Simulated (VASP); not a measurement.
# Ba (Immm) in VASP: further runs

Ba is run at these levels: r2SCAN+D3(BJ); tasks: single point.

Program: VASP 6.6.1. These are calculated values, not measurements. Logs are shortened: lines on timing, memory, paths and dates and some standing lists are left out, and cuts for length are marked.

### 1 The cell of the first run

It takes space group Immm (No. 71, orthorhombic). Conventional cell: a = 4.495 Å, b = 4.648 Å, c = 6.465 Å, α = 90.00°, β = 90.00°, γ = 90.00°. Ba (site symmetry mmm) has 12 Ba at 4.50 to 4.65 Å within 5.9 Å.

### 2 Single point, r2SCAN+D3(BJ)

POSCAR

```
Ba
1.0
   -0.0538777500      3.2326650000      3.2326650000
    3.2326650000     -0.0538777500      3.2326650000
    3.1787872500      3.1787872500      0.0000000000
Ba
1
Direct
    0.0000000000      0.0000000000      0.0000000000
```

INCAR.step1

```
SYSTEM = Ba
ALGO = Normal
EDIFF = 1E-4
ENCUT = 520
GGA = PE
ISMEAR = -1
LASPH = .True.
LCHARG = .False.
LREAL = .False.
LWAVE = .True.
NBANDS = 11
NELM = 100
PREC = Accurate
SIGMA = 0.1
```

INCAR.step2

```
SYSTEM = Ba
ALGO = Normal
EDIFF = 1E-6
ENCUT = 520
ISIF = 2
ISMEAR = -1
ISTART = 1
IVDW = 12
LASPH = .True.
LCHARG = .True.
LELF = .True.
LMIXTAU = .True.
LREAL = .False.
LVHAR = .True.
LWAVE = .False.
METAGGA = R2SCAN
NBANDS = 11
NELM = 100
PREC = Accurate
SIGMA = 0.1
VDW_A1 = 0.49484001
VDW_A2 = 5.73083694
VDW_S6 = 1.0
VDW_S8 = 0.78981345
```

KPOINTS

```
k-points
0
Gamma
  9 9 9
  0 0 0
```

Potentials or basis: VASP PAW PBE potentials, release 64 (Ba_sv).

On the command line:

```
> cat potpaw_PBE.64/Ba_sv/POTCAR > POTCAR
> cp INCAR.step1 INCAR
> mpirun -np 1 vasp_std > vasp.out
> cp INCAR.step2 INCAR
> mpirun -np 1 vasp_std > vasp.out
```

OUTCAR:

```text
SYSTEM = Ba
   EDIFF = 1E-6
   ENCUT = 520
   ISIF = 2
   ISMEAR = -1
   ISTART = 1
   IVDW = 12
   LASPH = .True.
   LREAL = .False.
   METAGGA = R2SCAN
   NELM = 100
   PREC = Accurate
 IVDW          = 12

 ion  position               nearest neighbor table
   1  0.000  0.000  0.000-

  LATTYP: Found a body centered orthorhombic cell.
 ALAT       =     4.4954840408
 B/A-ratio  =     1.0338983051
 C/A-ratio  =     1.4381832838

  Lattice vectors:

 A1 = (   0.0538777500,  -3.2326650000,  -3.2326650000)
 A2 = (  -0.0538777500,   3.2326650000,  -3.2326650000)
 A3 = (   3.2326650000,  -0.0538777500,   3.2326650000)

Analysis of symmetry for initial positions (statically):
=====================================================================
 Subroutine PRICEL returns:
 Original cell was already a primitive cell.

 Routine SETGRP: Setting up the symmetry group for a
 body centered orthorhombic supercell.

 Subroutine GETGRP returns: Found  8 space group operations
 (whereof  8 operations were pure point group operations)
 out of a pool of  8 trial point group operations.

The static configuration has the point symmetry D_2h.

Analysis of symmetry for dynamics (positions and initial velocities):
=====================================================================
 Subroutine PRICEL returns:
 Original cell was already a primitive cell.

 Routine SETGRP: Setting up the symmetry group for a
 body centered orthorhombic supercell.

 Subroutine GETGRP returns: Found  8 space group operations
 (whereof  8 operations were pure point group operations)
 out of a pool of  8 trial point group operations.

The dynamic configuration has the point symmetry D_2h.

 Subroutine INISYM returns: Found  8 space group operations
 (whereof  8 operations are pure point group operations),
 and found     1 'primitive' translations

----------------------------------------------------------------------------------------

                                     Primitive cell

  volume of cell :      67.5447

  direct lattice vectors                    reciprocal lattice vectors
    -0.053877750  3.232665000  3.232665000    -0.152135553  0.152135553  0.154671146
     3.232665000 -0.053877750  3.232665000     0.152135553 -0.152135553  0.154671146
     3.178787250  3.178787250  0.000000000     0.157292691  0.157292691 -0.154671146

  length of vectors
     4.571996152  4.571996152  4.495484041     0.264978521  0.264978521  0.270933838

  position of ions in fractional coordinates (direct lattice)
     0.000000000  0.000000000  0.000000000

  ion indices of the primitive-cell ions
   primitive index   ion index
                 1           1
[... 81 lines left out ...]
   TEBEG  =    0.0;   TEEND  =   0.0 temperature during run
   PSTRESS=    0.0 pullay stress
   NELECT =      10.0000    total number of electrons
   NUPDOWN=      -1.0000    fix difference up-down
   EMIN   =  10.00;   EMAX   =-10.00  energy-range for DOS
   EFERMI =   0.00;   METHOD = LEGACY
   ISMEAR =    -1;   SIGMA  =   0.10  broadening in eV -4-tet -1-fermi 0-gaus
   EFERMI_NEDOS =   21; number of points for ismear=-14 and -15
   IALGO  =     38    algorithm
   IMIX   =      4    mixing-type and parameters
     AMIX     =   0.40;   BMIX     =  1.00
     AMIX_MAG =   1.60;   BMIX_MAG =  1.00
  volume/ion in A,a.u.               =      67.54       455.81
  Fermi-wavevector in a.u.,A,eV,Ry     =   0.866053  1.636602 10.205014  0.750047
  Thomas-Fermi vector in A             =   1.984386
   LORBIT       =      0    0 simple, 1 ext, 2 COOP (PROOUT), +10 PAW based schemes
   METAGGA = R2SCAN    functional components
   LHFCALC =     F    Hartree Fock is set to
   AEXX    =    0.0000 exact exchange contribution
   IVDW    =    12    specifies the selected vdW correction
   LEPSILON=     F    determine dielectric tensor
   LRPA    =     F    only Hartree local field effects (RPA)
 non-spin polarized calculation
  energy-cutoff  :      520.00
  volume of cell :       67.54
 maximum number of plane-waves:      1841
 NGX is ok and might be reduce to    36
   NGX = 17   NGY = 17   NGZ = 17

 number of electron      10.0000000 magnetization

 Free energy of the ion-electron system (eV)
  ---------------------------------------------------
  ext. energy  EPLUGINS =         0.00000000
  ---------------------------------------------------
  free energy    TOTEN  =       -26.42311428 eV

  energy without entropy =      -26.36918616  energy(sigma->0) =      -26.39615022

 E-fermi :   1.5768     XC(G=0):  -7.6003

 val. band max:        1.5698357705   @ k =  -0.4444  -0.0000   0.4444
 cond. band min:       1.5837600051   @ k =  -0.4444  -0.4444   0.1111
 fundamental gap:      0.0139242345
 Fermi energy:         1.5768486244

 k-point     1 :       0.0000    0.0000    0.0000
  band No.  band energies     occupation
      1     -28.5238      2.00000
      2     -13.0928      2.00000
      3     -13.0913      2.00000
      4     -13.0880      2.00000
      5      -1.3582      2.00000
      6       3.3762      0.00000
      7       3.4921      0.00000
      8       3.6406      0.00000
      9       5.0220      0.00000
     10       5.0237      0.00000
     11       7.6126      0.00000
[... 309 lines left out ...]
 k-point    24 :       0.4444    0.4444    0.0000
  band No.  band energies     occupation
      1     -28.4824      2.00000
      2     -13.4380      2.00000
      3     -13.2308      2.00000
      4     -13.2121      2.00000
      5       0.7438      1.99952
      6       1.5311      1.22490
      7       3.2730      0.00000
      8       5.9907      0.00000
      9       6.0979      0.00000
     10       6.1012      0.00000
     11       7.5428      0.00000

 [... further k-points ...]

------------------------ aborting loop because EDIFF is reached ----------------------------------------

 Edisp (eV)   -0.08845

 E8    (eV) :    -0.0429

  FORCE on cell =-STRESS in cart. coord.  units (eV):
  Direction    XX          YY          ZZ          XY          YZ          ZX
  --------------------------------------------------------------------------------------
  -------------------------------------------------------------------------------------
  Total      -0.09195    -0.09195    -0.10318     0.11133     0.00000     0.00000
  in kB      -2.18117    -2.18117    -2.44741     2.64081     0.00000     0.00000
  external pressure =       -2.27 kB  Pullay stress =        0.00 kB

 VOLUME and BASIS-vectors are now :
 -----------------------------------------------------------------------------
  energy-cutoff  :      520.00
  volume of cell :       67.54
      direct lattice vectors                 reciprocal lattice vectors
    -0.053877750  3.232665000  3.232665000    -0.152135553  0.152135553  0.154671146
     3.232665000 -0.053877750  3.232665000     0.152135553 -0.152135553  0.154671146
     3.178787250  3.178787250  0.000000000     0.157292691  0.157292691 -0.154671146

 POSITION                                       TOTAL-FORCE (eV/Angst)
 -----------------------------------------------------------------------------------
      0.00000      0.00000      0.00000         0.000000      0.000000     -0.000000
 -----------------------------------------------------------------------------------
    total drift:                               -0.000000     -0.000000     -0.000000

  FREE ENERGIE OF THE ION-ELECTRON SYSTEM (eV)
  ---------------------------------------------------
  free  energy   TOTEN  =       -26.5115596872 eV

  energy  without entropy=      -26.4576315599  energy(sigma->0) =      -26.48459562
```

OSZICAR.step1:

```text
N       E                     dE             d eps       ncg     rms          rms(c)
DAV:   1     0.561929678135E+02    0.56193E+02   -0.41497E+03  2750   0.740E+02
DAV:   2     0.964468394854E+00   -0.55228E+02   -0.53807E+02  3304   0.135E+02
DAV:   3    -0.182363180643E+01   -0.27881E+01   -0.27669E+01  3501   0.320E+01
DAV:   4    -0.191223562055E+01   -0.88604E-01   -0.88420E-01  3599   0.526E+00
DAV:   5    -0.191463653252E+01   -0.24009E-02   -0.24007E-02  3690   0.722E-01    0.151E+00
DAV:   6    -0.191369712027E+01    0.93941E-03   -0.30900E-03  3306   0.524E-01    0.899E-01
DAV:   7    -0.191344327753E+01    0.25384E-03   -0.54543E-03  3002   0.842E-01    0.412E-02
DAV:   8    -0.191350857005E+01   -0.65293E-04   -0.21997E-04  3407   0.107E-01
   1 F= -.19135086E+01 E0= -.18843885E+01  d E =-.582402E-01
```

Wall time 4.4 min (1 thread of AMD EPYC 9R45 (Zen 5), shared host); peak memory 0.25 GiB.

Results:

```
Free energy                : -26.5116 eV
Pressure                   : -0.2 GPa
Band gap on the k mesh     : zero (bands 5 and 6 overlap by 0.14 eV)
Dispersion energy per atom : -0.088 eV
```

Caveat: the PAW data sets were made with another functional, which shifts forces and pressure a little; spin-orbit coupling is left out, which moves the levels of the heavy elements.

### 3 Single point, r2SCAN+D3(BJ)

POSCAR

```
Ba
1.0
   -0.0808166250      3.2326650000      3.2326650000
    3.2326650000     -0.0808166250      3.2326650000
    3.1518483750      3.1518483750      0.0000000000
Ba
1
Direct
    0.0000000000      0.0000000000      0.0000000000
```

INCAR.step1

```
PREC     = Accurate       # precision mode
ENCUT    = 520            # plane-wave cutoff, eV
ISMEAR   = -1             # smearing method
SIGMA    = 0.1            # smearing width, eV
LREAL    = F              # projectors in reciprocal space
LASPH    = T              # aspherical terms in the spheres
NELM     = 100            # most SCF steps
NBANDS   = 11             # bands
GGA      = PE             # functional
ALGO     = Normal         # electronic algorithm
EDIFF    = 1E-4           # SCF threshold, eV
LWAVE    = T              # write WAVECAR
LCHARG   = F              # write CHGCAR
```

INCAR.step2

```
PREC     = Accurate       # precision mode
ENCUT    = 520            # plane-wave cutoff, eV
EDIFF    = 1E-6           # SCF threshold, eV
ISMEAR   = -1             # smearing method
SIGMA    = 0.1            # smearing width, eV
LREAL    = F              # projectors in reciprocal space
LASPH    = T              # aspherical terms in the spheres
NELM     = 100            # most SCF steps
ALGO     = Normal         # electronic algorithm
ISIF     = 2              # what is computed and relaxed
LWAVE    = F              # write WAVECAR
LCHARG   = F              # write CHGCAR
METAGGA  = R2SCAN         # meta-GGA
LMIXTAU  = T            
IVDW     = 12             # dispersion correction
VDW_S6   = 1.0          
VDW_S8   = 0.78981345   
VDW_A1   = 0.49484001   
VDW_A2   = 5.73083694   
NBANDS   = 11             # bands
ISTART   = 1
```

KPOINTS

```
Automatic mesh
0
Gamma
  9 9 9
```

Potentials or basis: VASP PAW PBE potentials, release 64 (Ba_sv).

On the command line:

```
> cat potpaw_PBE.64/Ba_sv/POTCAR > POTCAR
> cp INCAR.step1 INCAR
> mpirun -np 1 vasp_std > vasp.out
> cp INCAR.step2 INCAR
> mpirun -np 1 vasp_std > vasp.out
```

It took 4.4 min on 1 thread of AMD EPYC 9R45 (Zen 5), shared host; peak memory 0.25 GiB.

The run converged. Its results:

```yaml
Free_energy: -26.5093 eV
Pressure: -0.2 GPa
Band_gap_on_the_k_mesh: zero (bands 5 and 6 overlap by 0.15 eV)
Dispersion_energy_per_atom: -0.088 eV
```

Stress tensor (GPa, compression positive):
```
-0.20  0.40  0.00
 0.40 -0.20  0.00
 0.00  0.00 -0.26
```

Levels at points of the mesh, in eV from the Fermi level:
| k point | band 2 | band 3 | band 4 | band 5 | band 6 | band 7 | band 8 | band 9 |
| --- | --- | --- | --- | --- | --- | --- | --- | --- |
| (0.00, 0.00, 0.00) | -14.67 | -14.67 | -14.66 | -2.93 | 1.74 | 1.90 | 2.13 | 3.46 |

Caveat: the PAW data sets were made with another functional, which shifts forces and pressure a little; spin-orbit coupling is left out, which moves the levels of the heavy elements.
